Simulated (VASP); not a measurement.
# Ga7As (Im-3m) in VASP: further runs, part 2 of 2

VASP 6.6.1. Earlier steps stand in the parts before.

**3. Single point, PBE**

This run uses another cell than the first one, of 19.46 Å³/atom, 0.989 times its volume.

The input, INCAR:

```
PREC = Accurate
ENCUT = 520
EDIFF = 1E-6
ISMEAR = 0
SIGMA = 0.1
LREAL = False
LASPH = True
NELM = 100
ALGO = Fast
ISIF = 2
LWAVE = False
LCHARG = False
GGA = PE
NBANDS = 58
```

The input, KPOINTS:

```
regular mesh
0
Gamma
  6 6 6
```

The input, POSCAR:

```
Ga7As
1.0
   -3.3890075082      3.3890075082      3.3890075082
    3.3890075082     -3.3890075082      3.3890075082
    3.3890075082      3.3890075082     -3.3890075082
Ga As
7 1
Direct
    0.0000000000      0.5000000000      0.5000000000
    0.5000000000      0.5000000000      0.0000000000
    0.5000000000      0.0000000000      0.5000000000
    0.0000000000      0.0000000000      0.5000000000
    0.0000000000      0.5000000000      0.0000000000
    0.5000000000      0.0000000000      0.0000000000
    0.5000000000      0.5000000000      0.5000000000
    0.0000000000      0.0000000000      0.0000000000
```

Potentials or basis: VASP PAW PBE potentials, release 64 (Ga_d, As).

Launch:

```
cat potpaw_PBE.64/Ga_d/POTCAR potpaw_PBE.64/As/POTCAR > POTCAR
mpirun -np 1 vasp_std > vasp.out
```

OUTCAR:

```text
PREC = Accurate
   ENCUT = 520
   EDIFF = 1E-6
   ISMEAR = 0
   LREAL = False
   LASPH = True
   NELM = 100
   ISIF = 2
   GGA = PE

 ion  position               nearest neighbor table
   1  0.000  0.500  0.500-
   2  0.500  0.500  0.000-
   3  0.500  0.000  0.500-
   4  0.000  0.000  0.500-
   5  0.000  0.500  0.000-
   6  0.500  0.000  0.000-
   7  0.500  0.500  0.500-
   8  0.000  0.000  0.000-

  LATTYP: Found a body centered cubic cell.
 ALAT       =     6.7780150164

  Lattice vectors:

 A1 = (  -3.3890075082,   3.3890075082,   3.3890075082)
 A2 = (   3.3890075082,  -3.3890075082,   3.3890075082)
 A3 = (   3.3890075082,   3.3890075082,  -3.3890075082)

Analysis of symmetry for initial positions (statically):
=====================================================================
 Subroutine PRICEL returns:
 Original cell was already a primitive cell.

 Routine SETGRP: Setting up the symmetry group for a
 body centered cubic supercell.

 Subroutine GETGRP returns: Found 48 space group operations
 (whereof 48 operations were pure point group operations)
 out of a pool of 48 trial point group operations.

The static configuration has the point symmetry O_h .

Analysis of symmetry for dynamics (positions and initial velocities):
=====================================================================
 Subroutine PRICEL returns:
 Original cell was already a primitive cell.

 Routine SETGRP: Setting up the symmetry group for a
 body centered cubic supercell.

 Subroutine GETGRP returns: Found 48 space group operations
 (whereof 48 operations were pure point group operations)
 out of a pool of 48 trial point group operations.

The dynamic configuration has the point symmetry O_h .

 Subroutine INISYM returns: Found 48 space group operations
 (whereof 48 operations are pure point group operations),
 and found     1 'primitive' translations

----------------------------------------------------------------------------------------

                                     Primitive cell

  volume of cell :     155.6960

  direct lattice vectors                    reciprocal lattice vectors
    -3.389007508  3.389007508  3.389007508     0.000000000  0.147535819  0.147535819
     3.389007508 -3.389007508  3.389007508     0.147535819  0.000000000  0.147535819
     3.389007508  3.389007508 -3.389007508     0.147535819  0.147535819  0.000000000

  length of vectors
     5.869933191  5.869933191  5.869933191     0.208647157  0.208647157  0.208647157

  position of ions in fractional coordinates (direct lattice)
     0.000000000  0.500000000  0.500000000
     0.500000000  0.500000000  0.000000000
     0.500000000  0.000000000  0.500000000
     0.000000000  0.000000000  0.500000000
     0.000000000  0.500000000  0.000000000
     0.500000000  0.000000000  0.000000000
     0.500000000  0.500000000  0.500000000
     0.000000000  0.000000000  0.000000000

  ion indices of the primitive-cell ions
   primitive index   ion index
[... 32 lines left out ...]

 Found     16 irreducible k-points:

 Following reciprocal coordinates:
            Coordinates               Weight
  0.000000  0.000000  0.000000      1.000000
  0.166667  0.000000  0.000000     12.000000
  0.333333  0.000000  0.000000     12.000000
  0.500000  0.000000  0.000000      6.000000
  0.166667  0.166667  0.000000     24.000000
  0.333333  0.166667  0.000000     48.000000
[... 8 lines left out ...]
  0.500000  0.500000  0.333333     12.000000
  0.500000  0.500000  0.500000      1.000000
   k-points           NKPTS =     16   k-points in BZ     NKDIM =     16   number of bands    NBANDS=     58
   number of dos      NEDOS =    301   number of ions     NIONS =      8
   total plane-waves  NPLWV = 110592
   dimension x,y,z NGX =    48 NGY =   48 NGZ =   48
   dimension x,y,z NGXF=    96 NGYF=   96 NGZF=   96
   ions per type =               7   1
   NGX,Y,Z   is equivalent  to a cutoff of  13.59, 13.59, 13.59 a.u.
   NGXF,Y,Z  is equivalent  to a cutoff of  27.19, 27.19, 27.19 a.u.
 SYSTEM =  unknown system
   PREC   = accura    normal or accurate (medium, high low for compatibility)
   ISTART =      0    job   : 0-new  1-cont  2-samecut
   ICHARG =      2    charge: 1-file 2-atom 10-const
   ISPIN  =      1    spin polarized calculation?
   LNONCOLLINEAR =      F non collinear calculations
   LSORBIT =      F    spin-orbit coupling
   LASPH  =      T    aspherical Exc in radial PAW
   ENCUT  =  520.0 eV  38.22 Ry    6.18 a.u.  10.91 10.91 10.91*2*pi/ulx,y,z
   NELM   =    100;   NELMIN=  2; NELMDL= -5     # of ELM steps
   EDIFF  = 0.1E-05   stopping-criterion for ELM
   LREAL  =      F    real-space projection
   EDIFFG = 0.1E-04   stopping-criterion for IOM
   NSW    =      0    number of steps for IOM
   IBRION =     -1    ionic relax: 0-MD 1-quasi-New 2-CG
   NFREE  =      0    steps in history (QN), initial steepest desc. (CG)
   ISIF   =      2    stress and relaxation
   ISYM   =      2    0-nonsym 1-usesym 2-fastsym
   POTIM  = 0.5000    time-step for ionic-motion
   TEBEG  =    0.0;   TEEND  =   0.0 temperature during run
   PSTRESS=    0.0 pullay stress
   NELECT =      96.0000    total number of electrons
   NUPDOWN=      -1.0000    fix difference up-down
   EMIN   =  10.00;   EMAX   =-10.00  energy-range for DOS
   EFERMI =   0.00;   METHOD = LEGACY
   ISMEAR =     0;   SIGMA  =   0.10  broadening in eV -4-tet -1-fermi 0-gaus
   EFERMI_NEDOS =   21; number of points for ismear=-14 and -15
   IALGO  =     68    algorithm
   IMIX   =      4    mixing-type and parameters
     AMIX     =   0.40;   BMIX     =  1.00
     AMIX_MAG =   1.60;   BMIX_MAG =  1.00
  volume/ion in A,a.u.               =      19.46       131.34
  Fermi-wavevector in a.u.,A,eV,Ry     =   1.393390  2.633125 26.416200  1.941536
  Thomas-Fermi vector in A             =   2.517041
   LORBIT       =      0    0 simple, 1 ext, 2 COOP (PROOUT), +10 PAW based schemes
   GGA     = PE    functional components
   LHFCALC =     F    Hartree Fock is set to
   AEXX    =    0.0000 exact exchange contribution
   IVDW    =     0    specifies the selected vdW correction
   LEPSILON=     F    determine dielectric tensor
   LRPA    =     F    only Hartree local field effects (RPA)
 non-spin polarized calculation
 RMM-DIIS sequential band-by-band and
 Gauss-broadening in eV      SIGMA  =   0.10
  energy-cutoff  :      520.00
  volume of cell :      155.70
 maximum number of plane-waves:      4232
 NGX is ok and might be reduce to    48
   NGX = 21   NGY = 21   NGZ = 21

 number of electron      95.9999939 magnetization

 Free energy of the ion-electron system (eV)
  ---------------------------------------------------
  ext. energy  EPLUGINS =         0.00000000
  ---------------------------------------------------
  free energy    TOTEN  =       -24.51800312 eV

  energy without entropy =      -24.50168880  energy(sigma->0) =      -24.50984596

 E-fermi :   5.3082     XC(G=0): -10.8371

 val. band max:        5.2948193842   @ k =   0.3333   0.3333   0.0000
 cond. band min:       5.3917960205   @ k =   0.5000   0.0000   0.0000
 fundamental gap:      0.0969766363
 Fermi energy:         5.3081603268

 k-point     1 :       0.0000    0.0000    0.0000
  band No.  band energies     occupation
      1      -9.6207      2.00000
      2      -9.6184      2.00000
      3      -9.6184      2.00000
      4      -9.6184      2.00000
      5      -9.6102      2.00000
      6      -9.6102      2.00000
[... 965 lines left out ...]
     57      10.5209      0.00000
     58      10.6050      0.00000

------------------------ aborting loop because EDIFF is reached ----------------------------------------

  FORCE on cell =-STRESS in cart. coord.  units (eV):
  Direction    XX          YY          ZZ          XY          YZ          ZX
  --------------------------------------------------------------------------------------
  -------------------------------------------------------------------------------------
  Total        0.0971986      0.0971986      0.0971986      0.0000000      0.0000000      0.0000000
  in kB        1.0002145      1.0002145      1.0002145      0.0000000      0.0000000      0.0000000
  external PRESSURE =       1.0002145 kB  Pullay stress =       0.0000000 kB

 VOLUME and BASIS-vectors are now :
 -----------------------------------------------------------------------------
  energy-cutoff  :      520.00
  volume of cell :      155.70
      direct lattice vectors                 reciprocal lattice vectors
    -3.389007508  3.389007508  3.389007508     0.000000000  0.147535819  0.147535819
     3.389007508 -3.389007508  3.389007508     0.147535819  0.000000000  0.147535819
     3.389007508  3.389007508 -3.389007508     0.147535819  0.147535819  0.000000000

 POSITION                                       TOTAL-FORCE (eV/Angst)
 -----------------------------------------------------------------------------------
      3.38901      0.00000      0.00000         0.000000      0.000000     -0.000000
      0.00000      0.00000      3.38901        -0.000000     -0.000000      0.000000
      0.00000      3.38901      0.00000        -0.000000     -0.000000      0.000000
      1.69450      1.69450     -1.69450        -0.000000      0.000000     -0.000000
      1.69450     -1.69450      1.69450         0.000000      0.000000     -0.000000
     -1.69450      1.69450      1.69450         0.000000      0.000000      0.000000
      1.69450      1.69450      1.69450         0.000000     -0.000000      0.000000
      0.00000      0.00000      0.00000         0.000000      0.000000      0.000000
 -----------------------------------------------------------------------------------
    total drift:                                0.000000      0.000000     -0.000000

  FREE ENERGIE OF THE ION-ELECTRON SYSTEM (eV)
  ---------------------------------------------------
  free  energy   TOTEN  =       -24.5180031157 eV

  energy  without entropy=      -24.5016887953  energy(sigma->0) =      -24.50984596
```

Run time: 88 s. Hardware: 1 thread of Intel Xeon 6975P-C (Granite Rapids), shared host; peak memory 0.37 GiB.

What came out:

```
Free energy            : -24.5180 eV
Pressure               : 0.1 GPa
Band gap on the k mesh : zero (band 48 reaches 6.52 eV, above the bottom of band 49 at 3.96 eV)
```

**4. Relaxation of cell and atoms, PBE**

The input, INCAR:

```
SYSTEM = Ga7As
  PREC = Accurate
  ENCUT = 600
  EDIFF = 1E-7
  ISMEAR = 0
  SIGMA = 0.2
  LREAL = .FALSE.
  LASPH = .TRUE.
  NELM = 60
  ALGO = Fast
  ISIF = 3
  LWAVE = .FALSE.
  LCHARG = .FALSE.
  GGA = PE
  IBRION = 2
  NSW = 36
  EDIFFG = -0.08
```

The input, KPOINTS:

```
Automatic mesh
0
G
  4 4 4
  0 0 0
```

POSCAR, as its differences from that of step 3:

```diff
@@ -2,5 +2,5 @@
 1.0
-   -3.3890075082      3.3890075082      3.3890075082
-    3.3890075082     -3.3890075082      3.3890075082
-    3.3890075082      3.3890075082     -3.3890075082
+   -3.4013452500      3.4013452500      3.4013452500
+    3.4013452500     -3.4013452500      3.4013452500
+    3.4013452500      3.4013452500     -3.4013452500
 Ga As
```

Launch:

```
cat potpaw_PBE.64/Ga_d/POTCAR potpaw_PBE.64/As/POTCAR > POTCAR
mpirun -np 1 vasp_std > vasp.out
```

Wall time 56 s (1 thread of Intel Xeon 6975P-C (Granite Rapids), shared host); peak memory 0.35 GiB.

Results (log left out):

| Quantity | Value |
| --- | --- |
| Free energy | -24.2622 eV |
| Pressure after relaxing | -0.3 GPa |
| Band gap on the k mesh | zero (band 48 reaches 5.61 eV, above the bottom of band 49 at 4.33 eV) |

Final structure:
```
CELL_PARAMETERS angstrom
-3.40135 3.40135 3.40135
3.40135 -3.40135 3.40135
3.40135 3.40135 -3.40135
ATOMIC_POSITIONS crystal
Ga 0.00000 0.50000 0.50000
Ga 0.50000 0.50000 0.00000
Ga 0.50000 0.00000 0.50000
Ga 0.00000 0.00000 0.50000
Ga 0.00000 0.50000 0.00000
Ga 0.50000 0.00000 0.00000
Ga 0.50000 0.50000 0.50000
As 0.00000 0.00000 0.00000
```

Levels at points of the mesh, in eV from the Fermi level:
```tsv
k point	band 45	band 46	band 47	band 48	band 49	band 50	band 51	band 52
(0.00, 0.00, 0.00)	-4.28	-3.47	-3.47	-3.47	0.55	1.09	1.09	1.09
(0.50, 0.00, 0.00)	-1.79	-0.46	-0.38	-0.01	0.09	0.45	1.54	1.66
(0.50, 0.50, 0.50)	-0.87	-0.87	0.01	0.01	0.01	3.13	3.13	3.14
```

Caveat: the relaxation stopped at its first step, so nothing moved.

**5. Summary**

```tsv
task	cell	k mesh	cutoff (eV)	smearing	gap on the mesh (eV)	pressure (GPa)
single point	a = 5.891 Å, angles 109.5°, 8 atoms	4 × 4 × 4	520	gaussian 0.2 eV	none	-0.3
single point	a = 5.870 Å, angles 109.5°, 8 atoms	6 × 6 × 6	520	gaussian 0.1 eV	none	0.1
relaxation of cell and atoms	relaxed from a = 5.891 Å, angles 109.5°, 8 atoms	4 × 4 × 4	600	gaussian 0.2 eV	none	-0.3
```

Alike in all rows: level PBE; potentials or basis VASP PAW PBE potentials, release 64 (Ga_d, As); no spin polarisation.

Caveats: the relaxation stopped at its first step, so nothing moved (some runs).

Total energies depend on the potentials used, so only differences within one code and one set of settings carry meaning.
